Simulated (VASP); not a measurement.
Write the native input for VASP 6.6.1 that does the following.

```yaml
Task: relaxation of shape and atoms at fixed volume
Functional: r2SCAN
Potentials_or_basis: VASP PAW PBE potentials, release 64 (Zn)
Cutoff: 600 eV
k_mesh: 18 × 18 × 8
Occupations: gaussian, width 0.1 eV
Spin: no spin polarisation
Dipole_correction: no
Further_INCAR_settings: ALGO = Normal; EDIFF = 1e-06; IBRION = 2; EDIFFG = -0.01; NSW = 50; ISIF = 4
```

Crystal: Zn.

```
CELL_PARAMETERS angstrom
2.63045 0.00000 0.00000
-1.31522 2.27804 0.00000
0.00000 0.00000 5.14967
ATOMIC_POSITIONS crystal
Zn 0.33333 0.66667 0.25000
Zn 0.66667 0.33333 0.75000
```

One way to write it, as run:

POSCAR

```
Zn
1.0
    2.6304499411      0.0000000000      0.0000000000
   -1.3152249706      2.2780364724      0.0000000000
    0.0000000000      0.0000000000      5.1496696873
Zn
2
Direct
    0.3333333333      0.6666666667      0.2500000000
    0.6666666667      0.3333333333      0.7500000000
```

INCAR.step1

```
ALGO     = Normal         # electronic algorithm
EDIFF    = 1E-4           # SCF threshold, eV
ENCUT    = 600            # plane-wave cutoff, eV
GGA      = PE             # functional
ISMEAR   = 0              # smearing method
LASPH    = T              # aspherical terms in the spheres
LCHARG   = F              # write CHGCAR
LREAL    = F              # projectors in reciprocal space
LWAVE    = T              # write WAVECAR
NELM     = 60             # most SCF steps
PREC     = Accurate       # precision mode
SIGMA    = 0.1            # smearing width, eV
```

INCAR.step2

```
ALGO     = Normal         # electronic algorithm
EDIFF    = 1E-6           # SCF threshold, eV
EDIFFG   = -0.01          # ionic threshold
ENCUT    = 600            # plane-wave cutoff, eV
IBRION   = 2              # ionic algorithm
ISIF     = 4              # what is computed and relaxed
ISMEAR   = 0              # smearing method
ISTART   = 1            
LASPH    = T              # aspherical terms in the spheres
LCHARG   = F              # write CHGCAR
LMIXTAU  = T            
LREAL    = F              # projectors in reciprocal space
LWAVE    = F              # write WAVECAR
METAGGA  = R2SCAN         # meta-GGA
NELM     = 60             # most SCF steps
NSW      = 50             # ionic steps
PREC     = Accurate       # precision mode
SIGMA    = 0.1            # smearing width, eV
```

KPOINTS

```
k-points
0
Gamma
  18 18 8
```

Potentials or basis: VASP PAW PBE potentials, release 64 (Zn).

Command:

```bash
$ cat potpaw_PBE.64/Zn/POTCAR > POTCAR
$ cp INCAR.step1 INCAR
$ mpirun -np 1 vasp_std > vasp.out
$ cp INCAR.step2 INCAR
$ mpirun -np 1 vasp_std > vasp.out
```

Results of the run:

| Property | Result |
| --- | --- |
| Energy gained by relaxing | 0.4 meV/atom |
| Ionic steps | 4 |
| Pressure after relaxing | -3.5 GPa |
| Band gap on the k mesh | zero (bands 12 and 13 overlap by 5.65 eV) |

Caveat: the PAW data sets were made with another functional, which shifts forces and pressure a little.

It took 6.2 min on 1 thread of Intel(R) Xeon(R) 6975P-C (Granite Rapids) (shared host), peak memory 0.24 GiB.
